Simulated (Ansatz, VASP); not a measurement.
**SbS3 in VASP and in Ansatz**

Contents of INCAR:

```
PREC     = Accurate       # precision mode
ENCUT    = 600            # plane-wave cutoff, eV
EDIFF    = 1E-6           # SCF threshold, eV
ISMEAR   = 0              # smearing method
SIGMA    = 0.1            # smearing width, eV
LREAL    = F              # projectors in reciprocal space
LASPH    = T              # aspherical terms in the spheres
NELM     = 80             # most SCF steps
ALGO     = Normal         # electronic algorithm
ISIF     = 3              # what is computed and relaxed
LWAVE    = F              # write WAVECAR
LCHARG   = F              # write CHGCAR
GGA      = PE             # functional
IBRION   = 2              # ionic algorithm
NSW      = 100            # ionic steps
EDIFFG   = -0.01          # ionic threshold
```

Contents of KPOINTS:

```
Automatic mesh
0
Gamma
  12 12 12
```

The input POSCAR:

```
SbS3
1.0
    0.0000000000      3.3498156704      3.3498156704
    3.3498156704      0.0000000000      3.3498156704
    3.3498156704      3.3498156704      0.0000000000
Sb S
1 3
Direct
    0.0000000000      0.0000000000      0.0000000000
    0.2500000000      0.2500000000      0.2500000000
    0.7500000000      0.7500000000      0.7500000000
    0.5000000000      0.5000000000      0.5000000000
```

Input for Ansatz:

```yaml
crystal:
  lattice:
    - [0.0, 3.3498156704, 3.3498156704]
    - [3.3498156704, 0.0, 3.3498156704]
    - [3.3498156704, 3.3498156704, 0.0]
  atoms:
    - { symbol: Sb, position: [0.0, 0.0, 0.0] }
    - { symbol: S, position: [0.25, 0.25, 0.25] }
    - { symbol: S, position: [0.75, 0.75, 0.75] }
    - { symbol: S, position: [0.5, 0.5, 0.5] }
basis:
  ecutwfc: 420
kpoints:
  mp_grid: { grid: [12, 12, 12] }
hamiltonian:
  xc: pbe
scf:
  occupations: { method: gaussian, width: 0.1 }
output:
  forces: true
  stress: true
  eigenvalues: true
  write_density: true
  write_potential: true
  elf: true
  volumetric_format: npy
relax:
  adjacent_minimum: "off"
  f_tol: 0.01
  max_steps: 80
  cell: { stress_tol: 0.05 }
```

Change from the starting cell: species swapped into the K3Na type (Fm-3m, No. 225).

Alike in both runs: task relaxation of cell and atoms; functional PBE; k mesh 12 × 12 × 12; occupations gaussian, width 0.1 eV; no spin polarisation.

|  | VASP | Ansatz |
| --- | --- | --- |
| version | VASP 6.6.1 | Ansatz 0.2.0 |
| potentials or method | VASP PAW PBE potentials, release 64 (Sb, S), cutoff 600 eV | scalar-relativistic, plane waves, PAW |
| valence electrons in the cell | 23 | 33 |

|  | VASP | Ansatz | Ansatz less VASP |
| --- | --- | --- | --- |
| gap on the k mesh at the Fermi level, each at its own relaxed structure (eV) | none | none | - |
| relaxed volume (Å³/atom) | 18.59 | 18.66 | +0.068 |
| relaxed cell length with the largest relative difference (Å) | 4.720 | 4.726 | +0.0057 |

A gap of «none» marks a metal or a gap that the smearing closes. VASP's potentials hold 23 valence electrons a cell and Ansatz's 33, so a difference there can come from the potentials and not from the codes.

Spin-orbit coupling is off throughout.
